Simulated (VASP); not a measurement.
# Tl (I4/mmm) in VASP: further runs

Tl is run at these levels: LDA; tasks: single point.

All numbers are computed with VASP 6.6.1; they aren't measurements. Logs are shortened: lines on timing, memory, paths and dates and some standing lists are left out, and cuts for length are marked.

## Step 1: The cell of the first run

Symmetry: I4/mmm, No. 139, tetragonal system. The conventional cell has a = 3.488 Å, b = 3.488 Å, c = 4.686 Å, α = 90.00°, β = 90.00°, γ = 90.00°. Tl (site symmetry 4/mmm) has 12 Tl at 3.40 to 3.49 Å within 4.5 Å.

## Step 2: Single point, LDA (strain +0.000 along x and y, -0.050 along z)

The input, INCAR:

```
PREC = Accurate
ENCUT = 520
EDIFF = 1E-7
ISMEAR = 0
SIGMA = 0.15
LREAL = F
LASPH = T
NELM = 60
ALGO = Normal
ISIF = 2
LWAVE = F
LCHARG = F
GGA = CA
NBANDS = 12
```

The input, KPOINTS:

```
Automatic mesh
0
Gamma
  16 16 16
```

The input, POSCAR:

```
Tl
1.0
    0.0000000000      2.4663412330      2.3430241714
    2.4663412330      0.0000000000      2.3430241714
    2.4663412330      2.4663412330      0.0000000000
Tl
1
Direct
    0.0000000000      0.0000000000      0.0000000000
```

Potentials or basis: VASP PAW LDA potentials, release 64 (Tl_d).

On the command line:

```console
$ cat potpaw_LDA.64/Tl_d/POTCAR > POTCAR
$ mpirun -np 1 vasp_std > vasp.out
```

OUTCAR:

```text
PREC = Accurate
   ENCUT = 520
   EDIFF = 1E-7
   ISMEAR = 0
   LREAL = F
   LASPH = T
   NELM = 60
   ISIF = 2
   GGA = CA

 ion  position               nearest neighbor table
   1  0.000  0.000  0.000-

  LATTYP: Found a body centered tetragonal cell.
 ALAT       =     3.4879332211
 C/A-ratio  =     1.3435028843

  Lattice vectors:

 A1 = (   0.0000000000,  -2.4663412330,  -2.3430241714)
 A2 = (   0.0000000000,   2.4663412330,  -2.3430241714)
 A3 = (   2.4663412330,   0.0000000000,   2.3430241714)

Analysis of symmetry for initial positions (statically):
=====================================================================
 Subroutine PRICEL returns:
 Original cell was already a primitive cell.

 Routine SETGRP: Setting up the symmetry group for a
 body centered tetragonal supercell.

 Subroutine GETGRP returns: Found 16 space group operations
 (whereof 16 operations were pure point group operations)
 out of a pool of 16 trial point group operations.

The static configuration has the point symmetry D_4h.

Analysis of symmetry for dynamics (positions and initial velocities):
=====================================================================
 Subroutine PRICEL returns:
 Original cell was already a primitive cell.

 Routine SETGRP: Setting up the symmetry group for a
 body centered tetragonal supercell.

 Subroutine GETGRP returns: Found 16 space group operations
 (whereof 16 operations were pure point group operations)
 out of a pool of 16 trial point group operations.

The dynamic configuration has the point symmetry D_4h.

 Subroutine INISYM returns: Found 16 space group operations
 (whereof 16 operations are pure point group operations),
 and found     1 'primitive' translations

----------------------------------------------------------------------------------------

                                     Primitive cell

  volume of cell :      28.5045

  direct lattice vectors                    reciprocal lattice vectors
     0.000000000  2.466341233  2.343024171    -0.202729449  0.202729449  0.213399420
     2.466341233  0.000000000  2.343024171     0.202729449 -0.202729449  0.213399420
     2.466341233  2.466341233  0.000000000     0.202729449  0.202729449 -0.213399420

  length of vectors
     3.401852634  3.401852634  3.487933221     0.357404214  0.357404214  0.357404214

  position of ions in fractional coordinates (direct lattice)
     0.000000000  0.000000000  0.000000000

  ion indices of the primitive-cell ions
   primitive index   ion index
                 1           1

----------------------------------------------------------------------------------------

 KPOINTS: Automatic mesh

Automatic generation of k-mesh.
 Grid dimensions read from file:
 generate k-points for:   16   16   16

 Generating k-lattice:

  Cartesian coordinates                     Fractional coordinates (reciprocal lattice)
    -0.012670591  0.012670591  0.013337464     0.062500000  0.000000000  0.000000000
     0.012670591 -0.012670591  0.013337464     0.000000000  0.062500000  0.000000000
     0.012670591  0.012670591 -0.013337464     0.000000000  0.000000000  0.062500000

  Length of vectors
     0.022337763  0.022337763  0.022337763

  Shift w.r.t. Gamma in fractional coordinates (k-lattice)
     0.000000000  0.000000000  0.000000000

 Subroutine IBZKPT returns following result:
 ===========================================

 Found    349 irreducible k-points:

 Following reciprocal coordinates:
            Coordinates               Weight
  0.000000  0.000000  0.000000      1.000000
  0.062500  0.000000  0.000000      8.000000
  0.125000  0.000000  0.000000      8.000000
  0.187500  0.000000  0.000000      8.000000
  0.250000  0.000000  0.000000      8.000000
  0.312500  0.000000  0.000000      8.000000
[... 16 lines left out ...]
 -0.125000  0.062500  0.000000      8.000000
 -0.062500  0.062500  0.000000      4.000000
 [... further k-points ...]
   k-points           NKPTS =    349   k-points in BZ     NKDIM =    349   number of bands    NBANDS=     12
   number of dos      NEDOS =    301   number of ions     NIONS =      1
   total plane-waves  NPLWV =  21952
   dimension x,y,z NGX =    28 NGY =   28 NGZ =   28
   dimension x,y,z NGXF=    56 NGYF=   56 NGZF=   56
   ions per type =               1
   NGX,Y,Z   is equivalent  to a cutoff of  13.68, 13.68, 13.35 a.u.
   NGXF,Y,Z  is equivalent  to a cutoff of  27.37, 27.37, 26.69 a.u.
 SYSTEM =  unknown system
   PREC   = accura    normal or accurate (medium, high low for compatibility)
   ISTART =      0    job   : 0-new  1-cont  2-samecut
   ICHARG =      2    charge: 1-file 2-atom 10-const
   ISPIN  =      1    spin polarized calculation?
   LNONCOLLINEAR =      F non collinear calculations
   LSORBIT =      F    spin-orbit coupling
   LASPH  =      T    aspherical Exc in radial PAW
   ENCUT  =  520.0 eV  38.22 Ry    6.18 a.u.   6.33  6.33  6.49*2*pi/ulx,y,z
   NELM   =     60;   NELMIN=  2; NELMDL= -5     # of ELM steps
   EDIFF  = 0.1E-06   stopping-criterion for ELM
   LREAL  =      F    real-space projection
   EDIFFG = 0.1E-05   stopping-criterion for IOM
   NSW    =      0    number of steps for IOM
   IBRION =     -1    ionic relax: 0-MD 1-quasi-New 2-CG
   NFREE  =      0    steps in history (QN), initial steepest desc. (CG)
   ISIF   =      2    stress and relaxation
   ISYM   =      2    0-nonsym 1-usesym 2-fastsym
   POTIM  = 0.5000    time-step for ionic-motion
   TEBEG  =    0.0;   TEEND  =   0.0 temperature during run
   PSTRESS=    0.0 pullay stress
   NELECT =      13.0000    total number of electrons
   NUPDOWN=      -1.0000    fix difference up-down
   EMIN   =  10.00;   EMAX   =-10.00  energy-range for DOS
   EFERMI =   0.00;   METHOD = LEGACY
   ISMEAR =     0;   SIGMA  =   0.15  broadening in eV -4-tet -1-fermi 0-gaus
   EFERMI_NEDOS =   21; number of points for ismear=-14 and -15
   IALGO  =     38    algorithm
   IMIX   =      4    mixing-type and parameters
     AMIX     =   0.40;   BMIX     =  1.00
     AMIX_MAG =   1.60;   BMIX_MAG =  1.00
  volume/ion in A,a.u.               =      28.50       192.36
  Fermi-wavevector in a.u.,A,eV,Ry     =   1.260138  2.381316 21.605355  1.587949
  Thomas-Fermi vector in A             =   2.393663
   LORBIT       =      0    0 simple, 1 ext, 2 COOP (PROOUT), +10 PAW based schemes
   GGA     = CA    functional components
   LHFCALC =     F    Hartree Fock is set to
   AEXX    =    0.0000 exact exchange contribution
   IVDW    =     0    specifies the selected vdW correction
   LEPSILON=     F    determine dielectric tensor
   LRPA    =     F    only Hartree local field effects (RPA)
 non-spin polarized calculation
 Gauss-broadening in eV      SIGMA  =   0.15
  energy-cutoff  :      520.00
  volume of cell :       28.50
 maximum number of plane-waves:       785
 NGX is ok and might be reduce to    28
   NGX = 13   NGY = 13   NGZ = 13

 number of electron      13.0000001 magnetization

 Free energy of the ion-electron system (eV)
  ---------------------------------------------------
  ext. energy  EPLUGINS =         0.00000000
  ---------------------------------------------------
  free energy    TOTEN  =        -2.91595940 eV

  energy without entropy =       -2.90863956  energy(sigma->0) =       -2.91229948

 E-fermi :   6.2589     XC(G=0): -10.5209

 val. band max:        6.2371413696   @ k =  -0.3750   0.4375   0.1875
 cond. band min:       6.2658051857   @ k =  -0.2500   0.3750   0.1875
 fundamental gap:      0.0286638161
 Fermi energy:         6.2589209033

 k-point     1 :       0.0000    0.0000    0.0000
  band No.  band energies     occupation
      1      -5.2756      2.00000
      2      -5.2756      2.00000
      3      -5.1687      2.00000
      4      -5.0103      2.00000
      5      -4.9086      2.00000
      6      -3.7677      2.00000
      7      16.4957      0.00000
      8      16.6298      0.00000
      9      16.6298      0.00000
     10      17.3353      0.00000
     11      20.8426      0.00000
     12      21.4209      0.00000

 k-point     2 :       0.0625    0.0000    0.0000
  band No.  band energies     occupation
      1      -5.2729      2.00000
      2      -5.2643      2.00000
      3      -5.1643      2.00000
      4      -5.0102      2.00000
      5      -4.9120      2.00000
      6      -3.6836      2.00000
      7      15.5434      0.00000
      8      16.4730      0.00000
      9      16.5108      0.00000
     10      17.2905      0.00000
     11      21.0493      0.00000
     12      21.5888      0.00000

 k-point     3 :       0.1250    0.0000    0.0000
  band No.  band energies     occupation
      1      -5.2740      2.00000
      2      -5.2379      2.00000
      3      -5.1506      2.00000
      4      -5.0039      2.00000
      5      -4.9185      2.00000
      6      -3.4260      2.00000
      7      13.5543      0.00000
      8      16.1891      0.00000
      9      16.2657      0.00000
     10      17.2840      0.00000
     11      20.7668      0.00000
     12      21.3866      0.00000

 k-point     4 :       0.1875    0.0000    0.0000
  band No.  band energies     occupation
      1      -5.2935      2.00000
      2      -5.2173      2.00000
      3      -5.1329      2.00000
      4      -4.9739      2.00000
      5      -4.9151      2.00000
      6      -2.9865      2.00000
      7      11.4352      0.00000
      8      15.7398      0.00000
      9      15.9706      0.00000
     10      17.2798      0.00000
     11      20.1237      0.00000
     12      20.8354      0.00000

 k-point     5 :       0.2500    0.0000    0.0000
  band No.  band energies     occupation
      1      -5.3311      2.00000
      2      -5.2190      2.00000
      3      -5.1285      2.00000
      4      -4.9106      2.00000
      5      -4.8863      2.00000
      6      -2.3641      2.00000
      7       9.3738      0.00000
      8      15.2412      0.00000
      9      15.6359      0.00000
     10      17.2452      0.00000
     11      19.5417      0.00000
     12      20.3453      0.00000
[... 228 lines left out ...]
      1      -5.3351      2.00000
      2      -5.2057      2.00000
      3      -5.1318      2.00000
      4      -4.9307      2.00000
      5      -4.8483      2.00000
      6      -2.0740      2.00000
      7       8.8614      0.00000
      8      14.2621      0.00000
      9      15.6305      0.00000
     10      17.2974      0.00000
     11      18.8711      0.00000
     12      19.8712      0.00000

 k-point    22 :      -0.1875    0.0625    0.0000
  band No.  band energies     occupation
      1      -5.3035      2.00000
      2      -5.1990      2.00000
      3      -5.1218      2.00000
      4      -4.9992      2.00000
      5      -4.8846      2.00000
      6      -2.7458      2.00000
      7      10.8785      0.00000
      8      14.5061      0.00000
      9      16.2535      0.00000
     10      17.5820      0.00000
     11      19.1568      0.00000
     12      20.1539      0.00000

 k-point    23 :      -0.1250    0.0625    0.0000
  band No.  band energies     occupation
      1      -5.2870      2.00000
      2      -5.2194      2.00000
      3      -5.1263      2.00000
      4      -5.0259      2.00000
      5      -4.9020      2.00000
      6      -3.2383      2.00000
      7      12.9628      0.00000
      8      14.8396      0.00000
      9      16.6816      0.00000
     10      17.6107      0.00000
     11      19.7620      0.00000
     12      20.6199      0.00000

 k-point    24 :      -0.0625    0.0625    0.0000
  band No.  band energies     occupation
      1      -5.2814      2.00000
      2      -5.2499      2.00000
      3      -5.1422      2.00000
      4      -5.0218      2.00000
      5      -4.9070      2.00000
      6      -3.5491      2.00000
      7      14.8374      0.00000
      8      15.3955      0.00000
      9      16.7644      0.00000
     10      17.4314      0.00000
     11      20.5368      0.00000
     12      21.2782      0.00000

 [... further k-points ...]

------------------------ aborting loop because EDIFF is reached ----------------------------------------

  FORCE on cell =-STRESS in cart. coord.  units (eV):
  Direction    XX          YY          ZZ          XY          YZ          ZX
  --------------------------------------------------------------------------------------
  -------------------------------------------------------------------------------------
  Total       -0.3718858     -0.3718858     -0.2933241      0.0000000      0.0000000      0.0000000
  in kB      -20.9029256    -20.9029256    -16.4871362      0.0000000      0.0000000      0.0000000
  external PRESSURE =     -19.4309958 kB  Pullay stress =       0.0000000 kB

 VOLUME and BASIS-vectors are now :
 -----------------------------------------------------------------------------
  energy-cutoff  :      520.00
  volume of cell :       28.50
      direct lattice vectors                 reciprocal lattice vectors
     0.000000000  2.466341233  2.343024171    -0.202729449  0.202729449  0.213399420
     2.466341233  0.000000000  2.343024171     0.202729449 -0.202729449  0.213399420
     2.466341233  2.466341233  0.000000000     0.202729449  0.202729449 -0.213399420

 POSITION                                       TOTAL-FORCE (eV/Angst)
 -----------------------------------------------------------------------------------
      0.00000      0.00000      0.00000        -0.000000      0.000000      0.000000
 -----------------------------------------------------------------------------------
    total drift:                               -0.000000     -0.000000     -0.000000

  FREE ENERGIE OF THE ION-ELECTRON SYSTEM (eV)
  ---------------------------------------------------
  free  energy   TOTEN  =        -2.9159594037 eV

  energy  without entropy=       -2.9086395559  energy(sigma->0) =       -2.91229948
```

Wall time 99 s (1 thread of AMD EPYC 7R43 (Zen 3), shared host); peak memory 0.19 GiB.

Results:

| Quantity | Value |
| --- | --- |
| Free energy | -2.9160 eV |
| Pressure | -1.9 GPa |

Stress tensor (GPa, compression positive):
```
-2.09  0.00  0.00
 0.00 -2.09  0.00
 0.00  0.00 -1.65
```

Caveat: the cell differs from its parent crystal (strain +0.000 along x and y, -0.050 along z); spin-orbit coupling is left out, which moves the levels of the heavy elements.

## Step 3: Single point, LDA (strain -0.025 along x and y, +0.050 along z)

The input, INCAR:

```
SYSTEM = Tl
  PREC = Accurate
  ENCUT = 520
  EDIFF = 1E-7
  ISMEAR = 0
  SIGMA = 0.15
  LREAL = .FALSE.
  LASPH = .TRUE.
  NELM = 100
  ALGO = Normal
  ISIF = 2
  LWAVE = .FALSE.
  LCHARG = .FALSE.
  NBANDS = 12
```

The input, KPOINTS:

```
Automatic mesh
0
G
  16 16 16
  0 0 0
```

The input, POSCAR:

```
Tl
1.0
    0.0000000000      2.4046827022      2.5896582946
    2.4046827022      0.0000000000      2.5896582946
    2.4046827022      2.4046827022      0.0000000000
Tl
1
Direct
    0.0000000000      0.0000000000      0.0000000000
```

Potentials or basis: VASP PAW LDA potentials, release 64 (Tl_d).

On the command line:

```console
$ cat potpaw_LDA.64/Tl_d/POTCAR > POTCAR
$ mpirun -np 1 vasp_std > vasp.out
```

Wall time 43 s (1 thread of Intel Xeon Platinum 8559C (Emerald Rapids), shared host); peak memory 0.23 GiB.

It converged, with:

```
Free energy : -2.8953 eV
Pressure    : -3.3 GPa
```

Stress tensor (GPa, compression positive):
```
-3.38  0.00  0.00
 0.00 -3.38  0.00
 0.00  0.00 -3.29
```

Levels at points of the mesh, in eV from the Fermi level:
```csv
k point,band 4,band 5,band 6,band 7,band 8,band 9
"(0.00, 0.00, 0.00)",-11.25,-11.11,-9.69,9.87,9.87,10.02
"(0.50, 0.00, 0.00)",-10.98,-10.92,-5.26,-2.66,7.11,8.60
"(0.50, 0.50, 0.00)",-10.91,-10.91,-4.30,-2.04,4.62,4.62
"(0.50, 0.00, 0.50)",-10.95,-10.83,-3.34,-1.40,3.50,3.92
```

Caveat: the cell differs from its parent crystal (strain -0.025 along x and y, +0.050 along z); spin-orbit coupling is left out, which moves the levels of the heavy elements.

## Step 4: Single point, LDA (strain +0.025 along x and y, -0.050 along z)

The input, INCAR:

```
SYSTEM = Tl
PREC = Accurate
ENCUT = 520
EDIFF = 1E-7
ISMEAR = 0
SIGMA = 0.15
LREAL = .False.
LASPH = .True.
NELM = 60
ALGO = Fast
ISIF = 2
LWAVE = .False.
LCHARG = .False.
GGA = CA
NBANDS = 12
```

The input, KPOINTS:

```
Automatic mesh
0
Gamma
  16 16 16
  0 0 0
```

The input, POSCAR:

```
Tl
1.0
    0.0000000000      2.5279997638      2.3430241714
    2.5279997638      0.0000000000      2.3430241714
    2.5279997638      2.5279997638      0.0000000000
Tl
1
Direct
    0.0000000000      0.0000000000      0.0000000000
```

On the command line:

```console
$ cat potpaw_LDA.64/Tl_d/POTCAR > POTCAR
$ mpirun -np 1 vasp_std > vasp.out
```

Run time: 53 s. Hardware: 1 thread of Intel Xeon Platinum 8559C (Emerald Rapids), shared host; peak memory 0.23 GiB.

The run converged. Its results:

* Free energy: -2.8920 eV
* Pressure: -3.3 GPa

Levels at points of the mesh, in eV from the Fermi level:
| k point | band 4 | band 5 | band 6 | band 7 | band 8 | band 9 |
| --- | --- | --- | --- | --- | --- | --- |
| (0.00, 0.00, 0.00) | -11.25 | -11.12 | -9.69 | 9.80 | 9.99 | 9.99 |
| (0.50, 0.00, 0.00) | -10.99 | -10.92 | -5.27 | -2.67 | 7.28 | 8.26 |
| (0.50, 0.50, 0.00) | -10.89 | -10.89 | -3.05 | -1.14 | 3.36 | 3.36 |
| (0.50, 0.00, 0.50) | -10.95 | -10.86 | -3.98 | -1.86 | 4.14 | 4.54 |

Caveat: the cell differs from its parent crystal (strain +0.025 along x and y, -0.050 along z); spin-orbit coupling is left out, which moves the levels of the heavy elements.

## Step 5: Single point, LDA (strain +0.050 along x and y, -0.050 along z)

The input, INCAR:

```
SYSTEM = Tl
PREC = Accurate
ENCUT = 520
EDIFF = 1E-6
ISMEAR = 0
SIGMA = 0.15
LREAL = .FALSE.
LASPH = .TRUE.
NELM = 100
ALGO = Normal
ISIF = 2
LWAVE = .FALSE.
LCHARG = .FALSE.
NBANDS = 12
```

The input, KPOINTS:

```
regular mesh
0
G
  16 16 16
  0 0 0
```

The input, POSCAR:

```
Tl
1.0
    0.0000000000      2.5896582946      2.3430241714
    2.5896582946      0.0000000000      2.3430241714
    2.5896582946      2.5896582946      0.0000000000
Tl
1
Direct
    0.0000000000      0.0000000000      0.0000000000
```

On the command line:

```console
$ cat potpaw_LDA.64/Tl_d/POTCAR > POTCAR
$ mpirun -np 1 vasp_std > vasp.out
```

Run time: 38 s. Hardware: 1 thread of Intel Xeon Platinum 8559C (Emerald Rapids), shared host; peak memory 0.24 GiB.

It converged, with:

| Property | Result |
| --- | --- |
| Free energy | -2.8577 eV |
| Pressure | -4.3 GPa |

Stress tensor (GPa, compression positive):
```
-4.20  0.00  0.00
 0.00 -4.20  0.00
 0.00  0.00 -4.40
```

Levels at points of the mesh, in eV from the Fermi level:
```csv
k point,band 3,band 4,band 5,band 6,band 7,band 8,band 9,band 10
"(0.00, 0.00, 0.00)",-11.28,-11.25,-11.10,-9.40,9.36,9.60,9.60,10.99
"(0.50, 0.00, 0.00)",-11.31,-11.01,-10.93,-5.28,-2.48,6.81,7.96,10.92
"(0.50, 0.50, 0.00)",-10.98,-10.91,-10.91,-3.04,-0.87,3.10,3.10,6.50
"(0.50, 0.00, 0.50)",-10.99,-10.98,-10.88,-4.18,-1.79,4.08,4.60,7.62
```

Caveat: the cell differs from its parent crystal (strain +0.050 along x and y, -0.050 along z); spin-orbit coupling is left out, which moves the levels of the heavy elements.

## Step 6: Overview

| cell | gap on the mesh (eV) | pressure (GPa) |
| --- | --- | --- |
| a = 3.402, b = 3.402, c = 3.488 Å, angles 59.2, 59.2, 61.7°, 1 atom | none | -1.9 |
| a = 3.534, b = 3.534, c = 3.401 Å, angles 61.2, 61.2, 57.5°, 1 atom | none | -3.3 |
| a = 3.447, b = 3.447, c = 3.575 Å, angles 58.8, 58.8, 62.5°, 1 atom | none | -3.3 |
| a = 3.492, b = 3.492, c = 3.662 Å, angles 58.4, 58.4, 63.2°, 1 atom | none | -4.3 |

Alike in all rows: task single point; level LDA; potentials or basis VASP PAW LDA potentials, release 64 (Tl_d); no spin polarisation; k mesh 16 × 16 × 16; cutoff (eV) 520; smearing gaussian 0.15 eV.

Caveats: spin-orbit coupling is left out, which moves the levels of the heavy elements.

Absolute energies hang on the potentials; compare differences alone.
